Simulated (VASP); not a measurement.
# Zr3AlN4 (I4/mmm) in VASP: single point with PBE

Aim: the single point of Zr3AlN4 with PBE.

Everything below comes from runs of VASP 6.6.1. Logs are shortened: lines on timing, memory, paths and dates and some standing lists are left out, and cuts for length are marked.

## Step 1: The cell of the first run

It takes space group I4/mmm (No. 139, tetragonal). The conventional cell has a = 4.529 Å, b = 4.529 Å, c = 8.953 Å, α = 90.00°, β = 90.00°, γ = 90.00°. Within 3.0 Å of Zr (site symmetry -4m2) lie 6 N at 2.24 to 2.28 Å. Zr (site symmetry 4/mmm) has 6 N at 2.26 to 2.46 Å within 3.0 Å. Within 2.7 Å of Al (site symmetry 4/mmm) lie 6 N at 2.02 to 2.26 Å. Within 3.4 Å of N (site symmetry mmm) lie 4 Zr at 2.24 to 2.26 Å and 2 Al at 2.26 Å and 12 N at 3.03 to 3.34 Å. Within 2.7 Å of N (site symmetry 4mm) lie 1 Al at 2.02 Å and 5 Zr at 2.28 to 2.46 Å.

## Step 2: Single point, PBE, collinear spin

INCAR reads:

```
PREC = Accurate
ENCUT = 520
EDIFF = 1E-6
ISMEAR = 0
SIGMA = 0.1
LREAL = F
LASPH = T
NELM = 150
ALGO = Normal
ISIF = 2
LWAVE = F
LCHARG = F
ISPIN = 2
MAGMOM = 1 1 1 0 0 0 0 0
LORBIT = 11
LMAXMIX = 4
GGA = PE
NBANDS = 44
```

KPOINTS reads:

```
Automatic mesh
0
Gamma
  6 6 6
```

POSCAR reads:

```
Zr3AlN4
1.0
   -2.2644209019      2.2644209019      4.4766909694
    2.2644209019     -2.2644209019      4.4766909694
    2.2644209019      2.2644209019     -4.4766909694
Zr Al N
3 1 4
Direct
    0.2500000000      0.7500000000      0.5000000000
    0.7500000000      0.2500000000      0.5000000000
    0.0000000000      0.0000000000      0.0000000000
    0.5000000000      0.5000000000      0.0000000000
    0.5000000000      0.0000000000      0.5000000000
    0.0000000000      0.5000000000      0.5000000000
    0.2747099207      0.2747099207      0.0000000000
    0.7252900793      0.7252900793      0.0000000000
```

Potentials or basis: VASP PAW PBE potentials, release 64 (Zr_sv, Al, N).

Launch:

```bash
$ cat potpaw_PBE.64/Zr_sv/POTCAR potpaw_PBE.64/Al/POTCAR potpaw_PBE.64/N/POTCAR > POTCAR
$ mpirun -np 1 vasp_std > vasp.out
```

OUTCAR:

```text
PREC = Accurate
   ENCUT = 520
   EDIFF = 1E-6
   ISMEAR = 0
   LREAL = F
   LASPH = T
   NELM = 150
   ISIF = 2
   ISPIN = 2
   LORBIT = 11
   GGA = PE

 ion  position               nearest neighbor table
   1  0.250  0.750  0.500-   5 2.24   6 2.24   7 2.28   8 2.28   7 2.28   8 2.28   3 3.18   4 3.18
                             4 3.18   3 3.18   3 3.18   3 3.18   4 3.18   4 3.18   2 3.20   2 3.20
   2  0.750  0.250  0.500-   5 2.24   6 2.24   7 2.28   8 2.28   7 2.28   8 2.28   3 3.18   4 3.18
                             4 3.18   3 3.18   3 3.18   4 3.18   4 3.18   3 3.18   1 3.20   1 3.20
   3  0.000  0.000  0.000-   5 2.26   6 2.26   6 2.26   5 2.26   7 2.46   8 2.46   1 3.18   2 3.18
                             1 3.18   2 3.18   2 3.18   2 3.18   1 3.18   1 3.18   4 3.20   4 3.20
   4  0.500  0.500  0.000-   7 2.02   8 2.02   5 2.26   6 2.26   5 2.26   6 2.26   1 3.18   2 3.18
                             1 3.18   2 3.18   1 3.18   1 3.18   2 3.18   2 3.18   3 3.20   3 3.20
   5  0.500  0.000  0.500-   1 2.24   2 2.24   3 2.26   4 2.26   4 2.26   3 2.26
   6  0.000  0.500  0.500-   1 2.24   2 2.24   3 2.26   4 2.26   3 2.26   4 2.26
   7  0.275  0.275  0.000-   4 2.02   2 2.28   1 2.28   1 2.28   2 2.28   3 2.46
   8  0.725  0.725  0.000-   4 2.02   2 2.28   1 2.28   1 2.28   2 2.28   3 2.46

  LATTYP: Found a body centered tetragonal cell.
 ALAT       =     4.5288418038
 C/A-ratio  =     1.9769694608

  Lattice vectors:

 A1 = (  -2.2644209019,   2.2644209019,   4.4766909694)
 A2 = (   2.2644209019,  -2.2644209019,   4.4766909694)
 A3 = (   2.2644209019,   2.2644209019,  -4.4766909694)

Analysis of symmetry for initial positions (statically):
=====================================================================
 Subroutine PRICEL returns:
 Original cell was already a primitive cell.

 Routine SETGRP: Setting up the symmetry group for a
 body centered tetragonal supercell.

 Subroutine GETGRP returns: Found 16 space group operations
 (whereof 16 operations were pure point group operations)
 out of a pool of 16 trial point group operations.

The static configuration has the point symmetry D_4h.

Analysis of symmetry for dynamics (positions and initial velocities):
=====================================================================
 Subroutine PRICEL returns:
 Original cell was already a primitive cell.

 Routine SETGRP: Setting up the symmetry group for a
 body centered tetragonal supercell.

 Subroutine GETGRP returns: Found 16 space group operations
 (whereof 16 operations were pure point group operations)
 out of a pool of 16 trial point group operations.

The dynamic configuration has the point symmetry D_4h.

Analysis of structural, dynamic, and magnetic symmetry:
=====================================================================
 Subroutine PRICEL returns:
[... 173 lines left out ...]

 val. band max:       11.5661358576   @ k =   0.1667   0.0000   0.0000
 cond. band min:      11.5745889906   @ k =  -0.1667   0.1667   0.0000
 fundamental gap:      0.0084531330
 Fermi energy:        11.5670818267

 spin component 1

 k-point     1 :       0.0000    0.0000    0.0000
  band No.  band energies     occupation
      1     -37.8837      1.00000
      2     -37.7202      1.00000
      3     -37.7074      1.00000
      4     -16.3284      1.00000
      5     -16.2192      1.00000
      6     -16.2192      1.00000
[... 1045 lines left out ...]
     40      15.9870      0.00000
     41      16.0546      0.00000

 [... further k-points ...]

 spin component 2

 k-point     1 :       0.0000    0.0000    0.0000
  band No.  band energies     occupation
      1     -37.8838      1.00000
      2     -37.7203      1.00000
      3     -37.7075      1.00000
      4     -16.3285      1.00000
      5     -16.2192      1.00000
      6     -16.2192      1.00000
[... 1045 lines left out ...]
     40      15.9869      0.00000
     41      16.0545      0.00000

 [... further k-points ...]

 [bands above 41 left out]

------------------------ aborting loop because EDIFF is reached ----------------------------------------

  FORCE on cell =-STRESS in cart. coord.  units (eV):
  Direction    XX          YY          ZZ          XY          YZ          ZX
  --------------------------------------------------------------------------------------
  -------------------------------------------------------------------------------------
  Total       -0.0915841     -0.0915841     -0.1236497      0.0000000      0.0000000      0.0000000
  in kB       -1.5980823     -1.5980823     -2.1576069      0.0000000      0.0000000      0.0000000
  external PRESSURE =      -1.7845905 kB  Pullay stress =       0.0000000 kB

 VOLUME and BASIS-vectors are now :
 -----------------------------------------------------------------------------
  energy-cutoff  :      520.00
  volume of cell :       91.82
      direct lattice vectors                 reciprocal lattice vectors
    -2.264420902  2.264420902  4.476690969     0.000000000  0.220807006  0.111689639
     2.264420902 -2.264420902  4.476690969     0.220807006  0.000000000  0.111689639
     2.264420902  2.264420902 -4.476690969     0.220807006  0.220807006  0.000000000

 POSITION                                       TOTAL-FORCE (eV/Angst)
 -----------------------------------------------------------------------------------
      2.26442     -0.00000      2.23835        -0.000000     -0.000000     -0.000000
     -0.00000      2.26442      2.23835        -0.000000     -0.000000     -0.000000
      0.00000      0.00000      0.00000        -0.000000     -0.000000     -0.000000
      0.00000      0.00000      4.47669        -0.000000     -0.000000     -0.000000
      0.00000      2.26442      0.00000        -0.000000     -0.000000     -0.000000
      2.26442      0.00000      0.00000        -0.000000     -0.000000     -0.000000
      0.00000      0.00000      2.45958        -0.000000     -0.000000      0.014455
      0.00000      0.00000      6.49380         0.000000      0.000000     -0.014455
 -----------------------------------------------------------------------------------
    total drift:                                0.000000      0.000000     -0.000000

  FREE ENERGIE OF THE ION-ELECTRON SYSTEM (eV)
  ---------------------------------------------------
  free  energy   TOTEN  =       -74.3619909771 eV

  energy  without entropy=      -74.3502833814  energy(sigma->0) =      -74.35613718

 total charge

# of ion       s       p       d       tot
------------------------------------------
    1        2.172   6.044   1.674   9.891
    2        2.172   6.044   1.674   9.891
    3        2.158   6.023   1.702   9.883
    4        0.308   0.317   0.000   0.625
    5        1.240   2.479   0.000   3.719
    6        1.240   2.479   0.000   3.719
    7        1.237   2.497   0.000   3.734
    8        1.237   2.497   0.000   3.734
--------------------------------------------------
tot         11.765  28.380   5.050  45.196

 magnetization (x)

# of ion       s       p       d       tot
------------------------------------------
    1       -0.000  -0.000  -0.000  -0.000
    2       -0.000  -0.000  -0.000  -0.000
    3       -0.000  -0.000  -0.000  -0.000
    4       -0.000  -0.000   0.000  -0.000
    5        0.000   0.000   0.000   0.000
    6        0.000   0.000   0.000   0.000
    7        0.000   0.000   0.000   0.000
    8        0.000   0.000   0.000   0.000
--------------------------------------------------
tot         -0.000   0.000  -0.000  -0.000
```

OSZICAR:

```text
N       E                     dE             d eps       ncg     rms          rms(c)
DAV:   1     0.499559495001E+03    0.49956E+03   -0.31434E+04  5280   0.136E+03
DAV:   2    -0.439762627272E+02   -0.54354E+03   -0.52010E+03  6160   0.386E+02
DAV:   3    -0.836587571750E+02   -0.39682E+02   -0.39190E+02  7876   0.915E+01
DAV:   4    -0.858413872045E+02   -0.21826E+01   -0.21753E+01  7752   0.181E+01
DAV:   5    -0.858943492370E+02   -0.52962E-01   -0.52946E-01  7224   0.284E+00    0.403E+01
DAV:   6    -0.743371742414E+02    0.11557E+02   -0.51440E+01  6440   0.313E+01    0.161E+01
DAV:   7    -0.744230372576E+02   -0.85863E-01   -0.45875E+00  7128   0.843E+00    0.114E+01
DAV:   8    -0.743717688729E+02    0.51268E-01   -0.52157E-01  6324   0.358E+00    0.465E+00
DAV:   9    -0.743638081240E+02    0.79607E-02   -0.52810E-02  7660   0.107E+00    0.103E+00
DAV:  10    -0.743616539970E+02    0.21541E-02   -0.21251E-02  6536   0.646E-01    0.474E-01
DAV:  11    -0.743619151981E+02   -0.26120E-03   -0.31155E-03  6880   0.362E-01    0.199E-01
DAV:  12    -0.743619980168E+02   -0.82819E-04   -0.40785E-04  6352   0.117E-01    0.440E-02
DAV:  13    -0.743619946479E+02    0.33690E-05   -0.31106E-05  6700   0.321E-02    0.296E-02
DAV:  14    -0.743619912282E+02    0.34196E-05   -0.42697E-06  6172   0.118E-02    0.128E-02
DAV:  15    -0.743619909771E+02    0.25118E-06   -0.74092E-07  3244   0.500E-03
   1 F= -.74361991E+02 E0= -.74356137E+02  d E =-.117076E-01  mag=    -0.0000
```

It took 10 min on 1 thread of Oxide Virtual Turin-like, shared host; peak memory 0.39 GiB.

What came out:

```yaml
Free_energy: -74.3620 eV
Pressure: -0.2 GPa
Largest_force: 0.014 eV/Å
Net_moment: 0.00 μB per cell
Valence_electrons_inside_the_program's_atomic_spheres: Zr 9.89, 9.88 (each value once); Al 0.62; N 3.72, 3.73 (each value once)
```

Forces in eV/Å, atoms in the order of the input:
```
Zr   0.000  0.000  0.000
Zr   0.000  0.000  0.000
Zr   0.000  0.000  0.000
Al   0.000  0.000  0.000
N    0.000  0.000  0.000
N    0.000  0.000  0.000
N    0.000  0.000  0.014
N    0.000  0.000 -0.014
```

Levels at points of the mesh, in eV from the Fermi level:
Spin up:
```
           k point  band 27  band 28  band 29  band 30  band 31  band 32
(0.00, 0.00, 0.00)    -2.50    -2.50    -2.48    -0.28    -0.28     0.83
(0.50, 0.00, 0.00)    -3.77    -3.39    -1.05     0.92     1.48     1.49
(0.50, 0.50, 0.00)    -3.96    -3.49     1.49     1.89     2.05     2.07
(0.50, 0.50, 0.50)    -3.07    -2.76    -2.39    -2.39    -2.21    -0.38
```
Spin down:
```
           k point  band 25  band 26  band 27  band 28  band 29  band 30  band 31  band 32  band 33  band 34
(0.00, 0.00, 0.00)    -3.04    -2.85    -2.50    -2.50    -2.48    -0.28    -0.28     0.83     0.91     1.59
(0.50, 0.00, 0.00)    -4.25    -3.81    -3.77    -3.39    -1.05     0.92     1.48     1.48     1.50     2.07
(0.50, 0.50, 0.00)    -5.43    -4.42    -3.96    -3.49     1.49     1.89     2.05     2.07     2.23     2.76
(0.50, 0.50, 0.50)    -3.29    -3.07    -3.07    -2.76    -2.39    -2.39    -2.21    -0.38     1.34     2.62
```
